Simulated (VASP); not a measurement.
## TaC: single point with PBE

TaC:

```
Ta C
1.0
     0.00000   -4.47540    0.00000
     0.00000    0.00000   -4.47540
     4.47540    0.00000    0.00000
Ta C
4 4
Direct
  0.00000 0.00000 0.00000
  0.50000 0.00000 0.50000
  0.00000 0.50000 0.50000
  0.50000 0.50000 0.00000
  0.00000 0.00000 0.50000
  0.50000 0.00000 0.00000
  0.00000 0.50000 0.00000
  0.50000 0.50000 0.50000
```

```yaml
Program: VASP 6.6.1
Task: single point
Functional: PBE
Potentials_or_basis: VASP PAW PBE potentials, release 64 (Ta_pv, C)
Cutoff: 520 eV
k_mesh: 6 × 6 × 6, shifted
Occupations: gaussian, width 0.1 eV
Spin: no spin polarisation
Dipole_correction: no
Further_INCAR_settings: ALGO = Normal; EDIFF = 1e-06; NBANDS = 40
```

```yaml
Pressure: 0.4 GPa
Band_gap_on_the_k_mesh: zero (band 30 reaches 10.30 eV, above the bottom of band 31 at 6.52 eV)
```

Levels at points of the mesh, in eV from the Fermi level:
```
           k point  band 27  band 28  band 29  band 30  band 31  band 32  band 33  band 34
(0.08, 0.08, 0.08)    -1.86    -1.86    -1.77    -1.77    -1.77    -0.86    -0.86     0.00
```

Wall time 34 s on 1 thread of Intel Xeon 6975P-C, with other jobs on the host, peak memory 0.21 GiB.

Caveat: spin-orbit coupling is left out, which moves the levels of the heavy elements.
